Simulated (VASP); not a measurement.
# Ag12CO in VASP: single point with PBE+D3(BJ)

Aim: the single point of Ag12CO with PBE+D3(BJ).

Program: VASP 6.6.1. These are calculated values, not measurements. Logs are shortened: lines on timing, memory, paths and dates and some standing lists are left out, and cuts for length are marked.

**1. The cell of the first run**

The cell holds a slab with vacuum, 14 atoms: a = 5.761 Å, b = 5.761 Å, c = 22.970 Å, α = 90.00°, β = 90.00°, γ = 120.00°.

**2. Single point, PBE+D3(BJ)**

Contents of INCAR:

```
PREC = Accurate ; ENCUT = 520
EDIFF = 1E-6 ; ISMEAR = 0
SIGMA = 0.1 ; LREAL = False
LASPH = True ; NELM = 60
ALGO = Normal ; ISIF = 2
LWAVE = False ; LCHARG = False
LDIPOL = True ; IDIPOL = 3
DIPOL = 0.5 0.5 0.482 ; GGA = PE
IVDW = 12 ; NBANDS = 84
```

Contents of KPOINTS:

```
regular mesh
0
Gamma
  4 4 1
```

Contents of POSCAR:

```
Ag12CO
1.0
    5.7606628207      0.0000000000      0.0000000000
   -2.8803314104      4.9888803454      0.0000000000
    0.0000000000      0.0000000000     22.9700614970
Ag C O
12 1 1
Direct
    0.3333333333      0.1666666667      0.3482794333
    0.3333333333      0.6666666667      0.3482794333
    0.8333333333      0.1666666667      0.3482794333
    0.8333333333      0.6666666667      0.3482794333
    0.6651541227      0.3302093212      0.4505644124
    0.6652420656      0.8348097150      0.4504797534
    0.1666351044      0.3333262253      0.4500776413
    0.1699568013      0.8349539651      0.4506149784
    0.0001149273      0.4999098473      0.5509932453
    0.0003420842      0.0004253575      0.5509266120
    0.4994025761      0.4995885746      0.5509321040
    0.4998542137      0.0000682297      0.5540626124
    0.5215019405     -0.0013692434      0.6465054012
    0.5492543508     -0.0034790868      0.6958140456
```

Potentials or basis: VASP PAW PBE potentials, release 64 (Ag, C, O).

Started as:

```
$ cat potpaw_PBE.64/Ag/POTCAR potpaw_PBE.64/C/POTCAR potpaw_PBE.64/O/POTCAR > POTCAR
$ mpirun -np 1 vasp_std > vasp.out
```

OUTCAR:

```text
PREC = Accurate
   ENCUT = 520
   EDIFF = 1E-6
   ISMEAR = 0
   LREAL = False
   LASPH = True
   NELM = 60
   ISIF = 2
   GGA = PE
   IVDW = 12
 IVDW          = 12

 ion  position               nearest neighbor table
   1  0.333  0.167  0.348-   7 2.87   5 2.87   8 2.87   3 2.88   3 2.88   4 2.88   4 2.88   2 2.88
                             2 2.88
   2  0.333  0.667  0.348-   7 2.87   6 2.87   8 2.87   4 2.88   4 2.88   3 2.88   3 2.88   1 2.88
                             1 2.88
   3  0.833  0.167  0.348-   7 2.87   6 2.87   5 2.87   1 2.88   1 2.88   2 2.88   2 2.88   4 2.88
                             4 2.88
   4  0.833  0.667  0.348-   2 2.88   2 2.88   1 2.88   1 2.88   3 2.88   3 2.88   6 2.89   5 2.89
                             8 2.89
   5  0.665  0.330  0.451-  11 2.85   9 2.85   8 2.85   6 2.85   3 2.87   1 2.87   7 2.88   7 2.88
                             4 2.89  12 2.89   6 2.91   8 2.91
   6  0.665  0.835  0.450-  10 2.85  11 2.85   8 2.85   5 2.85   3 2.87   2 2.87   7 2.88   7 2.88
                             4 2.89  12 2.90   5 2.91   8 2.91
   7  0.167  0.333  0.450-  11 2.85  10 2.85   9 2.85   3 2.87   2 2.87   1 2.87   5 2.88   6 2.88
                             8 2.88   8 2.88   6 2.88   5 2.88
   8  0.170  0.835  0.451-  10 2.85   9 2.85   5 2.85   6 2.85   2 2.87   1 2.87   7 2.88   7 2.88
                             4 2.89  12 2.89   6 2.91   5 2.91
   9  0.000  0.500  0.551-   8 2.85   5 2.85   7 2.85  11 2.88  10 2.88  12 2.88  12 2.88  10 2.88
                            11 2.88
  10  0.000  0.000  0.551-   8 2.85   6 2.85   7 2.85  11 2.88   9 2.88  12 2.88   9 2.88  12 2.88
                            11 2.89
  11  0.499  0.500  0.551-   5 2.85   6 2.85   7 2.85  10 2.88   9 2.88  12 2.88  12 2.88   9 2.88
                            10 2.89
  12  0.500  0.000  0.554-  13 2.13  10 2.88  11 2.88   9 2.88   9 2.88  11 2.88  10 2.88   8 2.89
                             5 2.89   6 2.90
  13  0.522  0.999  0.647-  14 1.14  12 2.13
  14  0.549  0.997  0.696-  13 1.14

  LATTYP: Found a hexagonal cell.
 ALAT       =     5.7606628207
 C/A-ratio  =     3.9873990567

  Lattice vectors:

 A1 = (   5.7606628207,   0.0000000000,   0.0000000000)
 A2 = (  -2.8803314104,   4.9888803454,   0.0000000000)
 A3 = (   0.0000000000,   0.0000000000,  22.9700614970)

Analysis of symmetry for initial positions (statically):
=====================================================================
 Subroutine PRICEL returns:
 Original cell was already a primitive cell.

 Routine SETGRP: Setting up the symmetry group for a
 hexagonal supercell.

 Subroutine GETGRP returns: Found  1 space group operations
 (whereof  1 operations were pure point group operations)
 out of a pool of 24 trial point group operations.

The static configuration has the point symmetry C_1 .

Analysis of symmetry for dynamics (positions and initial velocities):
=====================================================================
 Subroutine PRICEL returns:
 Original cell was already a primitive cell.

 Routine SETGRP: Setting up the symmetry group for a
 hexagonal supercell.

 Subroutine GETGRP returns: Found  1 space group operations
 (whereof  1 operations were pure point group operations)
 out of a pool of 24 trial point group operations.

The dynamic configuration has the point symmetry C_1 .

 Subroutine INISYM returns: Found  1 space group operations
 (whereof  1 operations are pure point group operations),
 and found     1 'primitive' translations

----------------------------------------------------------------------------------------

                                     Primitive cell

  volume of cell :     660.1425

  direct lattice vectors                    reciprocal lattice vectors
     5.760662821  0.000000000  0.000000000     0.173591135  0.100222889  0.000000000
    -2.880331410  4.988880345  0.000000000     0.000000000  0.200445778  0.000000000
     0.000000000  0.000000000 22.970061497     0.000000000  0.000000000  0.043534929

  length of vectors
     5.760662821  5.760662821 22.970061497     0.200445778  0.200445778  0.043534929

  position of ions in fractional coordinates (direct lattice)
     0.333333333  0.166666667  0.348279433
     0.333333333  0.666666667  0.348279433
     0.833333333  0.166666667  0.348279433
     0.833333333  0.666666667  0.348279433
     0.665154123  0.330209321  0.450564412
     0.665242066  0.834809715  0.450479753
     0.166635104  0.333326225  0.450077641
     0.169956801  0.834953965  0.450614978
     0.000114927  0.499909847  0.550993245
     0.000342084  0.000425357  0.550926612
     0.499402576  0.499588575  0.550932104
     0.499854214  0.000068230  0.554062612
     0.521501941  0.998630757  0.646505401
     0.549254351  0.996520913  0.695814046

  ion indices of the primitive-cell ions
   primitive index   ion index
                 1           1
                 2           2
                 3           3
                 4           4
                 5           5
                 6           6
                 7           7
                 8           8
                 9           9
                10          10
                11          11
                12          12
                13          13
                14          14

----------------------------------------------------------------------------------------

 KPOINTS: regular mesh

Automatic generation of k-mesh.
 Grid dimensions read from file:
 generate k-points for:    4    4    1

 Generating k-lattice:

  Cartesian coordinates                     Fractional coordinates (reciprocal lattice)
     0.043397784  0.025055722  0.000000000     0.250000000  0.000000000  0.000000000
     0.000000000  0.050111444  0.000000000     0.000000000  0.250000000  0.000000000
     0.000000000  0.000000000  0.043534929     0.000000000  0.000000000  1.000000000

  Length of vectors
     0.050111444  0.050111444  0.043534929

  Shift w.r.t. Gamma in fractional coordinates (k-lattice)
     0.000000000  0.000000000  0.000000000

 Subroutine IBZKPT returns following result:
 ===========================================

 Found     10 irreducible k-points:

 Following reciprocal coordinates:
            Coordinates               Weight
  0.000000  0.000000  0.000000      1.000000
  0.250000  0.000000  0.000000      2.000000
  0.000000  0.250000  0.000000      2.000000
 -0.250000  0.250000  0.000000      2.000000
  0.500000  0.000000  0.000000      1.000000
  0.000000  0.500000  0.000000      1.000000
  0.500000  0.500000  0.000000      1.000000
  0.250000  0.250000  0.000000      2.000000
 -0.250000  0.500000  0.000000      2.000000
  0.500000  0.250000  0.000000      2.000000
   k-points           NKPTS =     10   k-points in BZ     NKDIM =     10   number of bands    NBANDS=     84
   number of dos      NEDOS =    301   number of ions     NIONS =     14
   total plane-waves  NPLWV = 414720
   dimension x,y,z NGX =    48 NGY =   48 NGZ =  180
   dimension x,y,z NGXF=    96 NGYF=   96 NGZF=  360
   ions per type =              12   1   1
   NGX,Y,Z   is equivalent  to a cutoff of  13.85, 13.85, 13.03 a.u.
   NGXF,Y,Z  is equivalent  to a cutoff of  27.70, 27.70, 26.06 a.u.
 SYSTEM =  unknown system
   PREC   = accura    normal or accurate (medium, high low for compatibility)
   ISTART =      0    job   : 0-new  1-cont  2-samecut
   ICHARG =      2    charge: 1-file 2-atom 10-const
   ISPIN  =      1    spin polarized calculation?
   LNONCOLLINEAR =      F non collinear calculations
   LSORBIT =      F    spin-orbit coupling
   LASPH  =      T    aspherical Exc in radial PAW
   ENCUT  =  520.0 eV  38.22 Ry    6.18 a.u.  10.71 10.71 42.71*2*pi/ulx,y,z
   NELM   =     60;   NELMIN=  2; NELMDL= -5     # of ELM steps
   EDIFF  = 0.1E-05   stopping-criterion for ELM
   LREAL  =      F    real-space projection
   EDIFFG = 0.1E-04   stopping-criterion for IOM
   NSW    =      0    number of steps for IOM
   IBRION =     -1    ionic relax: 0-MD 1-quasi-New 2-CG
   NFREE  =      0    steps in history (QN), initial steepest desc. (CG)
   ISIF   =      2    stress and relaxation
   ISYM   =      2    0-nonsym 1-usesym 2-fastsym
   POTIM  = 0.5000    time-step for ionic-motion
   TEBEG  =    0.0;   TEEND  =   0.0 temperature during run
   PSTRESS=    0.0 pullay stress
   NELECT =     142.0000    total number of electrons
   NUPDOWN=      -1.0000    fix difference up-down
   EMIN   =  10.00;   EMAX   =-10.00  energy-range for DOS
   EFERMI =   0.00;   METHOD = LEGACY
   ISMEAR =     0;   SIGMA  =   0.10  broadening in eV -4-tet -1-fermi 0-gaus
   EFERMI_NEDOS =   21; number of points for ismear=-14 and -15
   IALGO  =     38    algorithm
   IMIX   =      4    mixing-type and parameters
     AMIX     =   0.40;   BMIX     =  1.00
     AMIX_MAG =   1.60;   BMIX_MAG =  1.00
  volume/ion in A,a.u.               =      47.15       318.20
  Fermi-wavevector in a.u.,A,eV,Ry     =   0.980901  1.853634 13.091066  0.962166
  Thomas-Fermi vector in A             =   2.111866
   LORBIT       =      0    0 simple, 1 ext, 2 COOP (PROOUT), +10 PAW based schemes
   GGA     = PE    functional components
   LHFCALC =     F    Hartree Fock is set to
   AEXX    =    0.0000 exact exchange contribution
   IVDW    =    12    specifies the selected vdW correction
   LEPSILON=     F    determine dielectric tensor
   LRPA    =     F    only Hartree local field effects (RPA)
 non-spin polarized calculation
 Gauss-broadening in eV      SIGMA  =   0.10
  energy-cutoff  :      520.00
  volume of cell :      660.14
 maximum number of plane-waves:     17881
 NGX is ok and might be reduce to    48
   NGX = 21   NGY = 21   NGZ = 85

 dipolmoment           0.000000      0.000000      0.388868 electrons x Angstroem

 number of electron     141.9999991 magnetization

 dipolmoment           0.000000      0.000000     -0.044123 electrons x Angstroem

 Free energy of the ion-electron system (eV)
  ---------------------------------------------------
  ext. energy  EPLUGINS =         0.00000000
  ---------------------------------------------------
  free energy    TOTEN  =       -44.57037343 eV

  energy without entropy =      -44.53407612  energy(sigma->0) =      -44.55222477

 E-fermi :  -0.1112     XC(G=0):  -4.8721

 val. band max:       -0.1213956155   @ k =   0.0000   0.2500   0.0000
 cond. band min:       0.0000490927   @ k =   0.0000   0.5000   0.0000
 fundamental gap:      0.1214447082
 Fermi energy:        -0.1112472512

 k-point     1 :       0.0000    0.0000    0.0000
  band No.  band energies     occupation
      1     -25.2649      2.00000
      2     -10.3236      2.00000
      3      -7.8793      2.00000
      4      -7.8426      2.00000
      5      -7.7333      2.00000
      6      -7.1542      2.00000
[... 75 lines left out ...]
     82       4.0696      0.00000
     83       4.0934      0.00000

 k-point     2 :       0.2500    0.0000    0.0000
  band No.  band energies     occupation
      1     -25.2647      2.00000
      2     -10.3203      2.00000
      3      -7.8733      2.00000
      4      -7.8457      2.00000
      5      -7.6791      2.00000
      6      -6.8072      2.00000
[... 680 lines left out ...]
 k-point    10 :       0.5000    0.2500    0.0000
  band No.  band energies     occupation
      1     -25.2646      2.00000
      2     -10.3172      2.00000
      3      -7.8734      2.00000
      4      -7.8486      2.00000
      5      -7.6454      2.00000
      6      -6.1972      2.00000
[... 75 lines left out ...]
     82       4.4963      0.00000
     83       4.6657      0.00000
 [bands above 83 left out]

------------------------ aborting loop because EDIFF is reached ----------------------------------------

 vacuum level on the upper side and lower side of the slab       (xc-potential included)        -0.243        -0.000

 Edisp (eV)   -5.16248

 E8    (eV) :    -2.3302

  FORCE on cell =-STRESS in cart. coord.  units (eV):
  Direction    XX          YY          ZZ          XY          YZ          ZX
  --------------------------------------------------------------------------------------
  -------------------------------------------------------------------------------------
  Total      -0.40908    -0.42850     0.64777    -0.01298    -0.00896     0.12991
  in kB      -0.99284    -1.03997     1.57216    -0.03150    -0.02174     0.31529
  external pressure =       -0.15 kB  Pullay stress =        0.00 kB

 VOLUME and BASIS-vectors are now :
 -----------------------------------------------------------------------------
  energy-cutoff  :      520.00
  volume of cell :      660.14
      direct lattice vectors                 reciprocal lattice vectors
     5.760662821  0.000000000  0.000000000     0.173591135  0.100222889  0.000000000
    -2.880331410  4.988880345  0.000000000     0.000000000  0.200445778  0.000000000
     0.000000000  0.000000000 22.970061497     0.000000000  0.000000000  0.043534929

 POSITION                                       TOTAL-FORCE (eV/Angst)
 -----------------------------------------------------------------------------------
      1.44017      0.83148      8.00000         0.012726     -0.007196     -0.026696
     -0.00000      3.32592      8.00000        -0.000636      0.014208     -0.028073
      4.32050      0.83148      8.00000        -0.012786     -0.006474     -0.029172
      2.88033      3.32592      8.00000         0.001945     -0.000565      0.108362
      2.88062      1.64737     10.34949        -0.000717     -0.001396     -0.000458
      1.42771      4.16477     10.34755        -0.001952     -0.000169      0.001066
     -0.00016      1.66292     10.33831         0.000475      0.000868     -0.000075
     -1.42588      4.16549     10.35065         0.001738      0.000525      0.001188
     -1.43924      2.49399     12.65635         0.001294      0.002862     -0.006265
      0.00075      0.00212     12.65482         0.000484     -0.001565     -0.006136
      1.43791      2.49239     12.65494        -0.001241      0.002368     -0.006325
      2.87930      0.00034     12.72685        -0.000699     -0.002874     -0.008524
      0.12781      4.98205     14.85027        -0.122445      0.006928     -0.834008
      0.29376      4.97152     15.98289         0.121816     -0.007519      0.835114
 -----------------------------------------------------------------------------------
    total drift:                                0.000051     -0.000083      0.002437

  FREE ENERGIE OF THE ION-ELECTRON SYSTEM (eV)
  ---------------------------------------------------
  free  energy   TOTEN  =       -49.7328541476 eV

  energy  without entropy=      -49.6965568323  energy(sigma->0) =      -49.71470549

 vacuum level on the upper side and lower side of the slab         4.000         4.263
```

It took 17 min on 1 thread of Intel Xeon 6975P-C (Granite Rapids), shared host; peak memory 1 GiB.

Results:

```yaml
Free_energy: -49.7329 eV
Largest_force: 0.844 eV/Å
Band_gap_on_the_k_mesh: zero (bands 71 and 72 overlap by 0.37 eV)
Dispersion_energy_per_atom: -0.369 eV
```

Forces on the atoms (eV/Å):
```
Ag   0.013 -0.007 -0.027
Ag  -0.001  0.014 -0.028
Ag  -0.013 -0.006 -0.029
Ag   0.002 -0.001  0.108
Ag  -0.001 -0.001  0.000
Ag  -0.002  0.000  0.001
Ag   0.000  0.001  0.000
Ag   0.002  0.001  0.001
Ag   0.001  0.003 -0.006
Ag   0.000 -0.002 -0.006
Ag  -0.001  0.002 -0.006
Ag  -0.001 -0.003 -0.009
C   -0.122  0.007 -0.834
O    0.122 -0.008  0.835
```

The gap in the log of VASP goes by the Fermi energy; the results here count the filled bands.